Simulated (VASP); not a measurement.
Runs of VASP 6.6.1 on Sn4Se. The structure is that of space group Im-3m (No. 229), or close to it. The cells are those of the table. 

| task | cell | k mesh | cutoff (eV) | gap on the mesh (eV) | pressure (GPa) | relaxed volume (Å³/atom) |
| --- | --- | --- | --- | --- | --- | --- |
| relaxation of cell and atoms | relaxed from a = 5.905 Å, angles 109.5°, 5 atoms | 8 × 8 × 8 | 600 | none | 0.0 | (a) |
| single point | a = 5.905 Å, angles 109.5°, 5 atoms | 4 × 4 × 4 | 520 | none | -0.1 | - |
| relaxation of cell and atoms | relaxed from a = 5.631 Å, angles 109.5°, 5 atoms | 4 × 4 × 4 | 600 | none | 0.0 | 31.59 |
| single point | a = 5.631 Å, angles 109.5°, 5 atoms | 4 × 4 × 4 | 520 | none | 7.8 | - |
| single point | a = 5.893 Å, angles 109.5°, 5 atoms | 8 × 8 × 8 | 520 | none | 0.0 | - |

Alike in all rows: level PBE; potentials or basis VASP PAW PBE potentials, release 64 (Sn_d, Se); no spin polarisation; smearing gaussian 0.1 eV.

Task: Estimate the missing entries.

Result: (a) 31.51.

Caveats: spin-orbit coupling is left out, which moves the levels of the heavy elements.

A k mesh can miss the band edges, and the runs leave out spin-orbit coupling on Se, Sn.

A gap of «none» marks levels without a gap at the run's occupations.
